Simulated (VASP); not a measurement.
# Ti16Si32B (a cell with a defect) in VASP: a series of runs

The runs below take Ti16Si32B (a cell with a defect) through single point, with PBE.

Everything below comes from runs of VASP 6.6.1. Logs are shortened: lines on timing, memory, paths and dates and some standing lists are left out, and cuts for length are marked.

### Step 1. The cell of the first run

The cell holds a defect, 49 atoms: a = 9.568 Å, b = 9.568 Å, c = 9.814 Å, α = 104.25°, β = 104.25°, γ = 119.67°.

### Step 2. Single point, PBE

The input, INCAR:

```
ALGO = Normal ; EDIFF = 1E-6
ENCUT = 520 ; GGA = PE
ISIF = 2 ; ISMEAR = 1
LASPH = T ; LCHARG = F
LREAL = Auto ; LWAVE = F
NBANDS = 192 ; NELM = 60
PREC = Accurate ; SIGMA = 0.1
```

The input, KPOINTS:

```
k-points
0
Gamma
  1 1 1
```

The input, POSCAR:

```
Ti16Si32B
1.0
    4.8081252100      8.2721766700      0.0000000000
    4.8081252100     -8.2721766700      0.0000000000
   -4.8081252100      0.0000000000     -8.5559772500
Ti Si B
16 32 1
Direct
    0.2505836512      0.2495510427     -0.0061893318
    0.3766668861      0.1279352570      0.2493516291
    0.2513330614      0.2610002039      0.4972026626
    0.3764372127      0.1286221565      0.7502930297
    0.2533743679      0.7547890699      0.0006882653
    0.3675823608      0.6192220900      0.2563382633
    0.2484308218      0.7431701382      0.4971864113
    0.3857625175      0.6379114248      0.7688497227
    0.7457908358      0.2512346000     -0.0061556363
    0.8912569360      0.1441340966      0.2563128997
    0.7522922857      0.2538785665      0.5003899107
    0.8745689923      0.1267673766      0.7465393367
    0.7498296877      0.7529144016      0.0006531343
    0.8752259358      0.6284235181      0.2493553381
    0.7506678561      0.7535277676      0.5003094490
    0.8766643707      0.6288426887      0.7507420756
    0.4147404270      0.0890323060     -0.0015119051
    0.0850354976      0.4079335532     -0.0032070150
    0.0267686407      0.4677413583      0.2260527852
    0.2018016792      0.2653832698      0.2260526369
    0.4141442060      0.0920096519      0.5002321618
    0.0904574462      0.4264829338      0.5272185097
    0.0376970174      0.4620678232      0.7611372526
    0.2129876251      0.2982058201      0.7496379454
    0.4105780362      0.5876162098      0.0072608648
    0.0889564743      0.9153907060     -0.0011727803
    0.0379900327      0.9624682700      0.2504327615
    0.2150047918      0.7950215173      0.2504496821
    0.4393520459      0.6077307861      0.5271836317
    0.0886849508      0.9152125816      0.5002089046
    0.0390456038      0.9656097817      0.7483438010
    0.2168667838      0.7902604256      0.7510750689
    0.9142414143      0.0957150444     -0.0031823513
    0.5862381456      0.4163742665     -0.0014476755
    0.5398945880      0.4634995479      0.2498331760
    0.7124330311      0.2933468620      0.2498443494
    0.9172577152      0.0899275292      0.4989395208
    0.5859341688      0.4185445244      0.4977419882
    0.5368417649      0.4677961965      0.7510714798
    0.7118875664      0.2897062203      0.7483872764
    0.9123549801      0.5904471413     -0.0011736124
    0.5991772382      0.9266058777      0.0072692241
    0.5418116444      0.9667799143      0.2520675083
    0.7128411258      0.7923382742      0.2520596684
    0.9143818804      0.5861530184      0.4977027294
    0.5843392449      0.9160697299      0.4989301139
    0.5393109150      0.9583624255      0.7496622718
    0.7259780259      0.8060332535      0.7610600246
    0.1840263981      0.4362667547      0.3654843399
```

Potentials or basis: VASP PAW PBE potentials, release 64 (Ti_sv, Si, B).

The run is started by

```
> cat potpaw_PBE.64/Ti_sv/POTCAR potpaw_PBE.64/Si/POTCAR potpaw_PBE.64/B/POTCAR > POTCAR
> mpirun -np 1 vasp_gam > vasp.out
```

OUTCAR:

```text
EDIFF = 1E-6
   ENCUT = 520
   GGA = PE
   ISIF = 2
   ISMEAR = 1
   LASPH = T
   LREAL = Auto
   NELM = 60
   PREC = Accurate

 ion  position               nearest neighbor table
   1  0.251  0.250  0.994-  20 2.42  31 2.49  24 2.53  35 2.57  18 2.68  17 2.69  25 2.76  34 2.77
                            26 2.80  33 2.81
   2  0.377  0.128  0.249-  21 2.53  26 2.53  38 2.54  17 2.54  20 2.59  43 2.70  28 2.77  35 2.79
                            36 2.79  27 2.82
   3  0.251  0.261  0.497-  39 2.54  24 2.56  27 2.56  20 2.60  22 2.71  21 2.75  29 2.77  38 2.78
                            37 2.79  30 2.89
   4  0.376  0.129  0.750-  17 2.52  34 2.52  21 2.53  30 2.53  24 2.76  47 2.76  40 2.80  31 2.80
                            32 2.82  39 2.82
   5  0.253  0.755  0.001-  23 2.51  32 2.52  28 2.53  43 2.54  25 2.69  26 2.69  17 2.79  41 2.83
                            42 2.85  18 2.87
   6  0.368  0.619  0.256-  49 2.47  46 2.54  25 2.55  18 2.56  29 2.62  35 2.72  28 2.72  19 2.73
                            20 2.83  44 2.89  43 2.91
   7  0.248  0.743  0.497-  32 2.54  47 2.56  28 2.57  19 2.60  29 2.71  30 2.75  22 2.77  45 2.78
                            46 2.79  21 2.89
   8  0.386  0.638  0.769-  42 2.48  25 2.48  29 2.53  22 2.53  39 2.66  32 2.66  47 2.75  24 2.75
                            48 2.86  23 2.86
   9  0.746  0.251  0.994-  19 2.42  40 2.49  47 2.53  36 2.57  33 2.68  34 2.69  42 2.76  17 2.77
[... 11 lines left out ...]
  15  0.751  0.754  0.500-  44 2.52  31 2.52  35 2.54  48 2.58  29 2.71  46 2.72  45 2.74  38 2.77
                            37 2.80  30 2.81
  16  0.877  0.629  0.751-  41 2.52  26 2.52  38 2.56  45 2.56  23 2.71  48 2.71  40 2.81  31 2.81
                            39 2.83  32 2.83
  17  0.415  0.089  0.998-   4 2.52   2 2.54  32 2.57  36 2.58   1 2.69  26 2.71  34 2.72   9 2.77
                             5 2.79  42 2.87
  18  0.085  0.408  0.997-  19 2.45  23 2.48  12 2.50   6 2.56  33 2.60  25 2.67   1 2.68   9 2.81
                             5 2.87  41 2.94
  19  0.027  0.468  0.226-  49 1.97   9 2.42  18 2.45  14 2.59   7 2.60  28 2.63  36 2.73   6 2.73
                            10 2.83  41 2.98  22 3.03  20 3.12
  20  0.202  0.265  0.226-  49 1.97   1 2.42  33 2.45   2 2.59   3 2.60  27 2.64  35 2.73  10 2.73
                             6 2.83  26 2.99  29 3.03  19 3.12
  21  0.414  0.092  0.500-   2 2.53   4 2.53  40 2.57  28 2.57  30 2.71  38 2.73   3 2.75  11 2.81
                            46 2.86   7 2.89
  22  0.090  0.426  0.527-  49 2.00  23 2.45   8 2.53  10 2.62  37 2.69  11 2.71   3 2.71   7 2.77
                            45 2.79  29 2.90  24 3.02  32 3.03  19 3.03
  23  0.038  0.462  0.761-  22 2.45  18 2.48   5 2.51  11 2.58  40 2.66  16 2.71  12 2.73  32 2.78
                            24 2.81   8 2.86  41 3.13
  24  0.213  0.298  0.750-   1 2.53   3 2.56  37 2.57  25 2.58  39 2.69   8 2.75   4 2.76  31 2.76
                            12 2.80  23 2.81  22 3.02
  25  0.411  0.588  0.007-   8 2.48   6 2.55  44 2.57  24 2.58  18 2.67   5 2.69   1 2.76  42 2.83
                            13 2.85  34 2.87
  26  0.089  0.915  0.999-  16 2.52   2 2.53  31 2.59  27 2.61   5 2.69  41 2.71  17 2.71   1 2.80
                            13 2.83  33 2.94  20 2.99  48 3.13
  27  0.038  0.962  0.250-  13 2.53   3 2.56  30 2.57  26 2.61  20 2.64  44 2.71  10 2.72  14 2.77
                             2 2.82  28 2.85
  28  0.215  0.795  0.250-   5 2.53   7 2.57  21 2.57  41 2.61  19 2.63  43 2.71   6 2.72   2 2.77
                            14 2.82  27 2.85
  29  0.439  0.608  0.527-  49 2.00  48 2.45   8 2.53   6 2.62  46 2.69  15 2.71   7 2.71   3 2.77
                            38 2.79  22 2.90  47 3.02  39 3.03  20 3.03
  30  0.089  0.915  0.500-  14 2.53   4 2.53  31 2.57  27 2.57  21 2.71  45 2.73   7 2.75  15 2.81
                            37 2.86   3 2.89
  31  0.039  0.966  0.748-   1 2.49  15 2.52  30 2.57  26 2.59  48 2.66  12 2.69  24 2.76   4 2.80
                            16 2.81  32 2.92
  32  0.217  0.790  0.751-   5 2.52   7 2.54  17 2.57  45 2.62   8 2.66  47 2.69  23 2.78   4 2.82
                            16 2.83  31 2.92  22 3.03
  33  0.914  0.096  0.997-  20 2.45  48 2.48  12 2.51  10 2.56  18 2.60  42 2.67   9 2.68   1 2.81
                            13 2.87  26 2.94
  34  0.586  0.416  0.999-   4 2.52  14 2.54  39 2.57  35 2.58   9 2.69  41 2.71  17 2.72   1 2.77
                            13 2.79  25 2.87
  35  0.540  0.463  0.250-  15 2.54  38 2.54   1 2.57  34 2.58   6 2.72  44 2.73  20 2.73   2 2.79
                            14 2.79  36 2.83
  36  0.712  0.293  0.250-  45 2.54  11 2.54   9 2.57  17 2.58  10 2.72  43 2.73  19 2.73  14 2.79
                             2 2.79  35 2.83
  37  0.917  0.090  0.499-  12 2.53  10 2.54  44 2.56  24 2.57  22 2.69  11 2.72  46 2.77   3 2.79
                            15 2.80  30 2.86
  38  0.586  0.419  0.498-   2 2.54  35 2.54  16 2.56  39 2.62  21 2.73  45 2.73  11 2.74  15 2.77
[... 6 lines left out ...]
                             5 2.83  18 2.94  19 2.98  23 3.13
  42  0.599  0.927  0.007-   8 2.48  10 2.55  43 2.57  47 2.58  33 2.67  13 2.68   9 2.76  25 2.83
                             5 2.85  17 2.87
  43  0.542  0.967  0.252-  11 2.52   5 2.54  46 2.56  42 2.57   2 2.70  28 2.71  36 2.73  44 2.86
                            10 2.89   6 2.91
  44  0.713  0.792  0.252-  15 2.52  13 2.54  37 2.56  25 2.57  14 2.70  27 2.71  35 2.73  43 2.86
                             6 2.89  10 2.91
[... 187 lines left out ...]

  Shift w.r.t. Gamma in fractional coordinates (k-lattice)
     0.000000000  0.000000000  0.000000000

 Subroutine IBZKPT returns following result:
 ===========================================

 Found      1 irreducible k-points:

 Following reciprocal coordinates:
            Coordinates               Weight
  0.000000  0.000000  0.000000      1.000000
   k-points           NKPTS =      1   k-points in BZ     NKDIM =      1   number of bands    NBANDS=    192
   number of dos      NEDOS =    301   number of ions     NIONS =     49
   total plane-waves  NPLWV = 414720
   dimension x,y,z NGX =    72 NGY =   72 NGZ =   80
   dimension x,y,z NGXF=   144 NGYF=  144 NGZF=  160
   ions per type =              16  32   1
   NGX,Y,Z   is equivalent  to a cutoff of  12.51, 12.51, 13.55 a.u.
   NGXF,Y,Z  is equivalent  to a cutoff of  25.02, 25.02, 27.10 a.u.
 SYSTEM =  unknown system
   PREC   = accura    normal or accurate (medium, high low for compatibility)
   ISTART =      0    job   : 0-new  1-cont  2-samecut
   ICHARG =      2    charge: 1-file 2-atom 10-const
   ISPIN  =      1    spin polarized calculation?
   LNONCOLLINEAR =      F non collinear calculations
   LSORBIT =      F    spin-orbit coupling
   LASPH  =      T    aspherical Exc in radial PAW
   ENCUT  =  520.0 eV  38.22 Ry    6.18 a.u.  17.79 17.79 18.25*2*pi/ulx,y,z
   NELM   =     60;   NELMIN=  2; NELMDL= -5     # of ELM steps
   EDIFF  = 0.1E-05   stopping-criterion for ELM
   LREAL  =      T    real-space projection
   EDIFFG = 0.1E-04   stopping-criterion for IOM
   NSW    =      0    number of steps for IOM
   IBRION =     -1    ionic relax: 0-MD 1-quasi-New 2-CG
   NFREE  =      0    steps in history (QN), initial steepest desc. (CG)
   ISIF   =      2    stress and relaxation
   ISYM   =      2    0-nonsym 1-usesym 2-fastsym
   POTIM  = 0.5000    time-step for ionic-motion
   TEBEG  =    0.0;   TEEND  =   0.0 temperature during run
   PSTRESS=    0.0 pullay stress
   NELECT =     323.0000    total number of electrons
   NUPDOWN=      -1.0000    fix difference up-down
   EMIN   =  10.00;   EMAX   =-10.00  energy-range for DOS
   EFERMI =   0.00;   METHOD = LEGACY
   ISMEAR =     1;   SIGMA  =   0.10  broadening in eV -4-tet -1-fermi 0-gaus
   EFERMI_NEDOS =   21; number of points for ismear=-14 and -15
   IALGO  =     38    algorithm
   IMIX   =      4    mixing-type and parameters
     AMIX     =   0.40;   BMIX     =  1.00
     AMIX_MAG =   1.60;   BMIX_MAG =  1.00
  volume/ion in A,a.u.               =      13.89        93.73
  Fermi-wavevector in a.u.,A,eV,Ry     =   1.276960  2.413104 22.186023  1.630627
  Thomas-Fermi vector in A             =   2.409587
   LORBIT       =      0    0 simple, 1 ext, 2 COOP (PROOUT), +10 PAW based schemes
   GGA     = PE    functional components
   LHFCALC =     F    Hartree Fock is set to
   AEXX    =    0.0000 exact exchange contribution
   IVDW    =     0    specifies the selected vdW correction
   LEPSILON=     F    determine dielectric tensor
   LRPA    =     F    only Hartree local field effects (RPA)
 non-spin polarized calculation
 Methfessel and Paxton  Order N= 1 SIGMA  =   0.10
  energy-cutoff  :      520.00
  volume of cell :      680.61
 maximum number of plane-waves:      9169
 NGX is ok and might be reduce to    70
   NGX = 35   NGY = 35   NGZ = 37

 number of electron     323.0000004 magnetization

 Free energy of the ion-electron system (eV)
  ---------------------------------------------------
  ext. energy  EPLUGINS =         0.00000000
  ---------------------------------------------------
  free energy    TOTEN  =      -331.22614469 eV

  energy without entropy =     -331.22287073  energy(sigma->0) =     -331.22505337

 E-fermi :  10.5451     XC(G=0): -11.7132

 val. band max:       10.4371957459   @ k =   0.0000   0.0000   0.0000
 cond. band min:      10.5530355033   @ k =   0.0000   0.0000   0.0000
 fundamental gap:      0.1158397574
 Fermi energy:        10.5451048763

 k-point     1 :       0.0000    0.0000    0.0000
  band No.  band energies     occupation
      1     -45.9898      2.00000
      2     -45.9896      2.00000
      3     -45.9422      2.00000
      4     -45.9390      2.00000
      5     -45.9248      2.00000
      6     -45.9240      2.00000
[... 165 lines left out ...]
    172      11.4163     -0.00000
    173      11.4971     -0.00000
 [bands above 173 left out]

------------------------ aborting loop because EDIFF is reached ----------------------------------------

  FORCE on cell =-STRESS in cart. coord.  units (eV):
  Direction    XX          YY          ZZ          XY          YZ          ZX
  --------------------------------------------------------------------------------------
  -------------------------------------------------------------------------------------
  Total       -1.9922794    -10.7213998     17.0937606      1.9177641      0.0085492     -0.0227220
  in kB       -4.6899223    -25.2386944     40.2395405      4.5145097      0.0201251     -0.0534888
  external PRESSURE =       3.4369746 kB  Pullay stress =       0.0000000 kB

 VOLUME and BASIS-vectors are now :
 -----------------------------------------------------------------------------
  energy-cutoff  :      520.00
  volume of cell :      680.61
      direct lattice vectors                 reciprocal lattice vectors
     4.808125210  8.272176670  0.000000000     0.103990636  0.060443583 -0.058438678
     4.808125210 -8.272176670  0.000000000     0.103990636 -0.060443583 -0.058438678
    -4.808125210  0.000000000 -8.555977250     0.000000000  0.000000000 -0.116877356

 POSITION                                       TOTAL-FORCE (eV/Angst)
 -----------------------------------------------------------------------------------
     -2.37366      0.00854     -8.50302        -0.000991     -0.008447     -0.001263
      1.22728      2.05755     -2.13345         0.002005     -0.004743     -0.006034
      0.07275     -0.07997     -4.25405        -0.003364      0.004784     -0.002048
     -1.17911      2.04997     -6.41949         0.000683      0.000153     -0.003005
      4.84407     -4.14779     -0.00589        -0.001402     -0.003686     -0.002206
      3.51217     -2.08161     -2.19322         0.002630      0.002813      0.005588
[... 41 lines left out ...]
      3.70683     -0.66223     -6.51161         0.001116      0.002143      0.000854
      1.22515     -2.08658     -3.12708        -0.000637     -0.002253      0.003599
 -----------------------------------------------------------------------------------
    total drift:                                0.003001     -0.045741     -0.013551

  FREE ENERGIE OF THE ION-ELECTRON SYSTEM (eV)
  ---------------------------------------------------
  free  energy   TOTEN  =      -331.2261446854 eV

  energy  without entropy=     -331.2228707317  energy(sigma->0) =     -331.22505337
```

It took 6 min on 1 thread of Intel Xeon Platinum 8259CL at 2.50GHz (Skylake/Cascade Lake), shared host; peak memory 0.81 GiB.

Results:

- Free energy: -331.2261 eV
- Pressure: 0.3 GPa
- Largest force: 0.018 eV/Å
- Band gap on the k mesh: zero (an odd number of electrons rules out a gap without spin polarisation)

Forces on the atoms (eV/Å):
```
Ti  -0.001 -0.008 -0.001
Ti   0.002 -0.005 -0.006
Ti  -0.003  0.005 -0.002
Ti   0.001  0.000 -0.003
Ti  -0.001 -0.004 -0.002
Ti   0.003  0.003  0.006
Ti   0.000 -0.004 -0.004
Ti  -0.003  0.001  0.000
Ti  -0.010 -0.009  0.004
Ti   0.014  0.007  0.001
Ti  -0.005 -0.007 -0.001
Ti  -0.003 -0.002  0.001
Ti   0.010 -0.006 -0.006
Ti   0.002 -0.009 -0.004
Ti  -0.001  0.006 -0.017
Ti   0.003 -0.004  0.009
Si   0.002  0.004 -0.004
Si   0.000 -0.005 -0.003
Si   0.003  0.010 -0.002
Si  -0.004  0.001  0.002
Si  -0.002  0.003  0.000
Si  -0.004  0.000  0.002
Si  -0.001  0.004  0.001
Si   0.003 -0.002  0.000
Si   0.001  0.002  0.000
Si  -0.002 -0.002 -0.001
Si  -0.001  0.001  0.000
Si   0.000  0.002  0.000
Si   0.002  0.002  0.002
Si   0.001  0.001  0.000
Si   0.001  0.001  0.003
Si  -0.003  0.002  0.002
Si   0.003  0.004  0.003
Si   0.001 -0.001  0.002
Si  -0.001  0.000  0.003
Si   0.000  0.002  0.004
Si   0.001  0.000 -0.001
Si   0.000 -0.001  0.003
Si  -0.001 -0.002  0.003
Si  -0.001  0.004  0.001
Si   0.000  0.005 -0.001
Si   0.000 -0.001 -0.001
Si  -0.001  0.003  0.000
Si  -0.001 -0.001  0.003
Si   0.001  0.002  0.000
Si  -0.003 -0.001  0.000
Si  -0.001  0.000  0.002
Si   0.001  0.002  0.001
B   -0.001 -0.002  0.004
```

Levels at points of the mesh, in eV from the Fermi level:
```csv
k point,band 157,band 158,band 159,band 160,band 161,band 162,band 163,band 164,band 165,band 166
"(0.00, 0.00, 0.00)",-0.40,-0.30,-0.28,-0.13,-0.11,0.01,0.54,0.61,0.62,0.67
```

Caveat: the k points lie up to 0.84 Å⁻¹ apart, too coarse for converged energies and pressures of a metal.

(Continued in part 2 of 3.)
